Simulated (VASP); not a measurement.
Write the native input for VASP 6.6.1 that does the following.

```
Task                   : single point
Functional             : LDA
Potentials or basis    : VASP PAW LDA potentials, release 64 (Pb_d)
Cutoff                 : 520 eV
k mesh                 : 13 × 13 × 13
Occupations            : fermi-dirac, width 0.05 eV
Spin                   : no spin polarisation
Dipole correction      : no
Further INCAR settings : ALGO = Normal; EDIFF = 1e-06; NBANDS = 13
```

The structure of Pb lies in POSCAR:

```
Pb
1.0
    0.0000000000      2.4695534776      2.4695534776
    2.4695534776      0.0000000000      2.4695534776
    2.4695534776      2.4695534776      0.0000000000
Pb
1
Direct
    0.0000000000      0.0000000000      0.0000000000
```

This cell differs from its parent crystal: volume scaled by 0.97.

One way to write it, as run:

INCAR

```
SYSTEM = Pb
PREC     = Accurate       ! precision mode
ENCUT    = 520            ! plane-wave cutoff, eV
EDIFF    = 1E-6           ! SCF threshold, eV
ISMEAR   = -1             ! smearing method
SIGMA    = 0.05           ! smearing width, eV
LREAL    = .False.        ! projectors in reciprocal space
LASPH    = .True.         ! aspherical terms in the spheres
NELM     = 80             ! most SCF steps
ALGO     = Normal         ! electronic algorithm
ISIF     = 2              ! what is computed and relaxed
LWAVE    = .False.        ! write WAVECAR
LCHARG   = .False.        ! write CHGCAR
GGA      = CA             ! functional
NBANDS   = 13             ! bands
```

KPOINTS

```
regular mesh
0
Gamma
  13 13 13
  0 0 0
```

Potentials or basis: VASP PAW LDA potentials, release 64 (Pb_d).

Command:

```bash
$ cat potpaw_LDA.64/Pb_d/POTCAR > POTCAR
$ mpirun -np 1 vasp_std > vasp.out
```

It gave:

| Quantity | Value |
| --- | --- |
| Pressure | -1.7 GPa |
| Band gap on the k mesh | zero (band 7 reaches 14.48 eV, above the bottom of band 8 at 5.41 eV) |

Caveat: spin-orbit coupling is left out, which moves the levels of the heavy elements.

Run time: 19 s on 1 thread of Intel Xeon 6975P-C, with other jobs on the host, peak memory 0.16 GiB.
